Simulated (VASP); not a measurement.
Input of a VASP 6.6.1 run:

File INCAR:

```
  PREC = Accurate
  ENCUT = 600
  EDIFF = 1E-6
  ISMEAR = -1
  SIGMA = 0.08
  LREAL = False
  LASPH = True
  NELM = 120
  ALGO = Normal
  ISIF = 2
  LWAVE = False
  LCHARG = False
  GGA = PE
  NBANDS = 15
  GGA_COMPAT = False
```

KPOINTS

```
Automatic mesh
0
Gamma
  16 16 16
```

File POSCAR:

```
TaN
1.0
    0.0000000000      2.1004394783      2.1004394783
    2.1004394783      0.0000000000      2.1004394783
    2.1004394783      2.1004394783      0.0000000000
Ta N
1 1
Direct
    0.0000000000      0.0000000000      0.0000000000
    0.5000000000      0.5000000000      0.5000000000
```

Potentials or basis: VASP PAW PBE potentials, release 64 (Ta_pv, N).

The run is started by

```sh
$ cat potpaw_PBE.64/Ta_pv/POTCAR potpaw_PBE.64/N/POTCAR > POTCAR
$ mpirun -np 1 vasp_std > vasp.out
```

What does it give for the pressure?

71.0 GPa.

Estimate the band gap on the k mesh.

zero (bands 8 and 9 overlap by 4.89 eV).

Caveat: the cell stands under pressure; spin-orbit coupling is left out, which moves the levels of the heavy elements.
